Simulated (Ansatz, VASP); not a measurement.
# Two plane-wave programs on C

```
C
1.0
     0.00000    1.78015    1.78015
     1.78015    0.00000    1.78015
     1.78015    1.78015    0.00000
C
2
Direct
  0.00000 0.00000 0.00000
  0.25000 0.25000 0.25000
```

Alike in both runs: functional r2SCAN; k mesh 12 × 12 × 12; occupations gaussian, width 0.02 eV; no spin polarisation.

Ansatz relaxed the structure, and its values are those at the end. VASP's run is a single point on that final structure, the one shown.

|  | VASP | Ansatz |
| --- | --- | --- |
| version | VASP 6.6.1 | Ansatz 0.2.0 |
| potentials or method | VASP PAW PBE potentials, release 64 (C), cutoff 660 eV | scalar-relativistic, plane waves, PAW |
| valence electrons in the cell | 8 | 8 |

Ansatz gave:

| Item | Value |
| --- | --- |
| gap on the k mesh at the Fermi level (eV) | 4.39 |
| least direct gap on the mesh (eV) | 5.90 |
| pressure (GPa) | 0.0 |

**Question.** Which values does VASP return?

**Answer.** gap on the k mesh at the Fermi level (eV): 4.36; least direct gap on the mesh (eV): 5.85; pressure (GPa): 0.1.

VASP's potentials were made for PBE, not for r2SCAN.
